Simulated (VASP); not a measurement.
# Se (Pm-3m) in VASP: further runs

Se is run at these levels: revPBE; tasks: single point.

All numbers are computed with VASP 6.6.1; they aren't measurements. Logs are shortened: lines on timing, memory, paths and dates and some standing lists are left out, and cuts for length are marked.

### 1 The cell of the first run

The structure is cubic, space group Pm-3m (No. 221). Conventional cell: a = 2.730 Å, b = 2.730 Å, c = 2.730 Å, α = 90.00°, β = 90.00°, γ = 90.00°. Within 3.6 Å of Se (site symmetry m-3m) lie 6 Se at 2.73 Å.

### 2 Single point, revPBE (volume scaled by 0.88)

INCAR reads:

```
  ALGO = Normal
  EDIFF = 1E-7
  ENCUT = 520
  GGA = RE
  ISIF = 2
  ISMEAR = -1
  LASPH = T
  LCHARG = T
  LELF = T
  LREAL = F
  LVHAR = T
  LWAVE = F
  NBANDS = 9
  NELM = 60
  PREC = Accurate
  SIGMA = 0.1
```

KPOINTS reads:

```
k-points
0
Gamma
  12 12 12
```

POSCAR reads:

```
Se
1.0
    2.7295709718      0.0000000000      0.0000000000
    0.0000000000      2.7295709718      0.0000000000
    0.0000000000      0.0000000000      2.7295709718
Se
1
Direct
    0.0000000000      0.0000000000      0.0000000000
```

Potentials or basis: VASP PAW PBE potentials, release 64 (Se).

The run is started by

```sh
$ cat potpaw_PBE.64/Se/POTCAR > POTCAR
$ mpirun -np 1 vasp_std > vasp.out
```

OUTCAR:

```text
EDIFF = 1E-7
   ENCUT = 520
   GGA = RE
   ISIF = 2
   ISMEAR = -1
   LASPH = T
   LREAL = F
   NELM = 60
   PREC = Accurate

 ion  position               nearest neighbor table
   1  0.000  0.000  0.000-

  LATTYP: Found a simple cubic cell.
 ALAT       =     2.7295709718

  Lattice vectors:

 A1 = (   2.7295709718,   0.0000000000,   0.0000000000)
 A2 = (   0.0000000000,   2.7295709718,   0.0000000000)
 A3 = (   0.0000000000,   0.0000000000,   2.7295709718)

Analysis of symmetry for initial positions (statically):
=====================================================================
 Subroutine PRICEL returns:
 Original cell was already a primitive cell.

 Routine SETGRP: Setting up the symmetry group for a
 simple cubic supercell.

 Subroutine GETGRP returns: Found 48 space group operations
 (whereof 48 operations were pure point group operations)
 out of a pool of 48 trial point group operations.

The static configuration has the point symmetry O_h .

Analysis of symmetry for dynamics (positions and initial velocities):
=====================================================================
 Subroutine PRICEL returns:
 Original cell was already a primitive cell.

 Routine SETGRP: Setting up the symmetry group for a
 simple cubic supercell.

 Subroutine GETGRP returns: Found 48 space group operations
 (whereof 48 operations were pure point group operations)
 out of a pool of 48 trial point group operations.

The dynamic configuration has the point symmetry O_h .

 Subroutine INISYM returns: Found 48 space group operations
 (whereof 48 operations are pure point group operations),
 and found     1 'primitive' translations

----------------------------------------------------------------------------------------

                                     Primitive cell

  volume of cell :      20.3368

  direct lattice vectors                    reciprocal lattice vectors
     2.729570972  0.000000000  0.000000000     0.366357941  0.000000000  0.000000000
     0.000000000  2.729570972  0.000000000     0.000000000  0.366357941  0.000000000
     0.000000000  0.000000000  2.729570972     0.000000000  0.000000000  0.366357941

  length of vectors
     2.729570972  2.729570972  2.729570972     0.366357941  0.366357941  0.366357941

  position of ions in fractional coordinates (direct lattice)
     0.000000000  0.000000000  0.000000000

  ion indices of the primitive-cell ions
[... 70 lines left out ...]
   LSORBIT =      F    spin-orbit coupling
   LASPH  =      T    aspherical Exc in radial PAW
   ENCUT  =  520.0 eV  38.22 Ry    6.18 a.u.   5.08  5.08  5.08*2*pi/ulx,y,z
   NELM   =     60;   NELMIN=  2; NELMDL= -5     # of ELM steps
   EDIFF  = 0.1E-06   stopping-criterion for ELM
   LREAL  =      F    real-space projection
   EDIFFG = 0.1E-05   stopping-criterion for IOM
   NSW    =      0    number of steps for IOM
   IBRION =     -1    ionic relax: 0-MD 1-quasi-New 2-CG
   NFREE  =      0    steps in history (QN), initial steepest desc. (CG)
   ISIF   =      2    stress and relaxation
   ISYM   =      2    0-nonsym 1-usesym 2-fastsym
   POTIM  = 0.5000    time-step for ionic-motion
   TEBEG  =    0.0;   TEEND  =   0.0 temperature during run
   PSTRESS=    0.0 pullay stress
   NELECT =       6.0000    total number of electrons
   NUPDOWN=      -1.0000    fix difference up-down
   EMIN   =  10.00;   EMAX   =-10.00  energy-range for DOS
   EFERMI =   0.00;   METHOD = LEGACY
   ISMEAR =    -1;   SIGMA  =   0.10  broadening in eV -4-tet -1-fermi 0-gaus
   EFERMI_NEDOS =   21; number of points for ismear=-14 and -15
   IALGO  =     38    algorithm
   IMIX   =      4    mixing-type and parameters
     AMIX     =   0.40;   BMIX     =  1.00
     AMIX_MAG =   1.60;   BMIX_MAG =  1.00
  volume/ion in A,a.u.               =      20.34       137.24
  Fermi-wavevector in a.u.,A,eV,Ry     =   1.089844  2.059506 16.160444  1.187759
  Thomas-Fermi vector in A             =   2.226056
   LORBIT       =      0    0 simple, 1 ext, 2 COOP (PROOUT), +10 PAW based schemes
   GGA     = RE    functional components
   LHFCALC =     F    Hartree Fock is set to
   AEXX    =    0.0000 exact exchange contribution
   IVDW    =     0    specifies the selected vdW correction
   LEPSILON=     F    determine dielectric tensor
   LRPA    =     F    only Hartree local field effects (RPA)
 non-spin polarized calculation
  energy-cutoff  :      520.00
  volume of cell :       20.34
 maximum number of plane-waves:       560
   NGX = 11   NGY = 11   NGZ = 11

 number of electron       6.0000002 magnetization

 Free energy of the ion-electron system (eV)
  ---------------------------------------------------
  ext. energy  EPLUGINS =         0.00000000
  ---------------------------------------------------
  free energy    TOTEN  =        -2.90546473 eV

  energy without entropy =       -2.88913994  energy(sigma->0) =       -2.89730234

 E-fermi :   6.1364     XC(G=0): -10.3331

 val. band max:        6.1361888229   @ k =   0.5000   0.5000   0.2500
 cond. band min:       6.1832630907   @ k =   0.4167   0.1667   0.0833
 fundamental gap:      0.0470742679
 Fermi energy:         6.1363615902

 k-point     1 :       0.0000    0.0000    0.0000
  band No.  band energies     occupation
      1     -10.9235      2.00000
      2       7.6644      0.00000
      3       7.6644      0.00000
      4       7.6644      0.00000
      5      13.6466      0.00000
      6      13.6466      0.00000
      7      14.6762      0.00000
      8      29.3362      0.00000
      9      29.3362      0.00000
[... 265 lines left out ...]
 k-point    24 :       0.4167    0.3333    0.0000
  band No.  band energies     occupation
      1      -7.1151      2.00000
      2       0.1770      2.00000
      3       2.0672      2.00000
      4      10.3274      0.00000
      5      10.6881      0.00000
      6      18.5445      0.00000
      7      21.7938      0.00000
      8      23.2296      0.00000
      9      23.4993      0.00000

 [... further k-points ...]
[... 5 lines left out ...]
  --------------------------------------------------------------------------------------
  -------------------------------------------------------------------------------------
  Total        1.4602765      1.4602765      1.4602765      0.0000000      0.0000000     -0.0000000
  in kB      115.0436074    115.0436074    115.0436074      0.0000000      0.0000000     -0.0000000
  external PRESSURE =     115.0436074 kB  Pullay stress =       0.0000000 kB

 VOLUME and BASIS-vectors are now :
 -----------------------------------------------------------------------------
  energy-cutoff  :      520.00
  volume of cell :       20.34
      direct lattice vectors                 reciprocal lattice vectors
     2.729570972  0.000000000  0.000000000     0.366357941  0.000000000  0.000000000
     0.000000000  2.729570972  0.000000000     0.000000000  0.366357941  0.000000000
     0.000000000  0.000000000  2.729570972     0.000000000  0.000000000  0.366357941

 POSITION                                       TOTAL-FORCE (eV/Angst)
 -----------------------------------------------------------------------------------
      0.00000      0.00000      0.00000         0.000000      0.000000      0.000000
 -----------------------------------------------------------------------------------
    total drift:                               -0.000000     -0.000000      0.000000

  FREE ENERGIE OF THE ION-ELECTRON SYSTEM (eV)
  ---------------------------------------------------
  free  energy   TOTEN  =        -2.9054647327 eV

  energy  without entropy=       -2.8891399441  energy(sigma->0) =       -2.89730234
```

stdout:

```text
POSCAR found type information on POSCAR Se
 POSCAR found :  1 types and       1 ions
 scaLAPACK will be used
 -----------------------------------------------------------------------------
|                                                                             |
|                                                                             |
|     You enforced a specific xc type in the INCAR file but a different       |
|     I HOPE YOU KNOW WHAT YOU ARE DOING!                                     |
|                                                                             |
 -----------------------------------------------------------------------------

 LDA part: xc-table for (Slater+PW92), standard interpolation
 POSCAR, INCAR and KPOINTS ok, starting setup
 FFT: planning ... GRIDC
 FFT: planning ... GRID_SOFT
 FFT: planning ... GRID
 WAVECAR not read
 entering main loop
```

It took 15 s on 1 thread of Intel Xeon 8259CL, shared host; peak memory 0.13 GiB.

Results:

```
Free energy            : -2.9055 eV
Pressure               : 11.5 GPa
Band gap on the k mesh : zero (band 3 reaches 9.37 eV, above the bottom of band 4 at 2.34 eV)
```

Levels at points of the mesh, in eV from the Fermi level:
```
           k point  band 1  band 2  band 3  band 4  band 5  band 6
(0.00, 0.00, 0.00)  -17.06    1.53    1.53    1.53    7.51    7.51
(0.50, 0.00, 0.00)  -14.59   -7.96    3.23    3.23    9.87   12.41
(0.50, 0.50, 0.00)  -12.09   -5.76   -5.76    2.30    4.79   14.08
(0.50, 0.50, 0.50)   -9.47   -3.80   -3.80   -3.80    5.42    5.42
```

Caveat: the PAW data sets were made with another functional, which shifts forces and pressure a little.

(Continued in part 2 of 2.)
